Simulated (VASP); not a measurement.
Set up this calculation in VASP 6.6.1, as the native input.

```yaml
Task: single point
Functional: PBE
Potentials_or_basis: VASP PAW PBE potentials, release 64 (Si, Ge_d)
Cutoff: 500 eV
k_mesh: 6 × 6 × 6
Occupations: gaussian, width 0.01 eV
Spin: no spin polarisation
Dipole_correction: no
Further_INCAR_settings: ALGO = Normal; EDIFF = 1e-06; NBANDS = 21
```

The structure of Si3Ge lies in POSCAR:

```
Si3Ge
1.0
    1.9426527489      1.1215910875      6.3409676215
   -1.9426527489      1.1215910875      6.3409676215
    0.0000000000     -2.2431821750      6.3409676214
Si Ge
3 1
Direct
    1.0013363433      0.0013363433      0.0013363433
    0.4987055952      0.4987055952      0.4987055952
    0.3750071689      0.3750071689      0.3750071689
    0.8749508926      0.8749508926      0.8749508926
```

The input as run:

INCAR

```
ALGO     = Normal         # electronic algorithm
EDIFF    = 1E-6           # SCF threshold, eV
ENCUT    = 500            # plane-wave cutoff, eV
GGA      = PE             # functional
GGA_COMPAT= F            
ISIF     = 2              # what is computed and relaxed
ISMEAR   = 0              # smearing method
LASPH    = T              # aspherical terms in the spheres
LCHARG   = F              # write CHGCAR
LREAL    = F              # projectors in reciprocal space
LWAVE    = F              # write WAVECAR
NBANDS   = 21             # bands
NELM     = 120            # most SCF steps
PREC     = Accurate       # precision mode
SIGMA    = 0.01           # smearing width, eV
```

KPOINTS

```
k-points
0
Gamma
  6 6 6
```

Potentials or basis: VASP PAW PBE potentials, release 64 (Si, Ge_d).

Launch:

```bash
$ cat potpaw_PBE.64/Si/POTCAR potpaw_PBE.64/Ge_d/POTCAR > POTCAR
$ mpirun -np 1 vasp_std > vasp.out
```

It gave:

| Item | Value |
| --- | --- |
| Pressure | 1.7 GPa |
| Largest force | 0.077 eV/Å |
| Band gap on the k mesh | 0.59 eV, indirect (least direct gap 1.13 eV) |

Wall time 3.2 min on 1 thread of Intel Xeon 8259CL (shared host), peak memory 0.36 GiB.
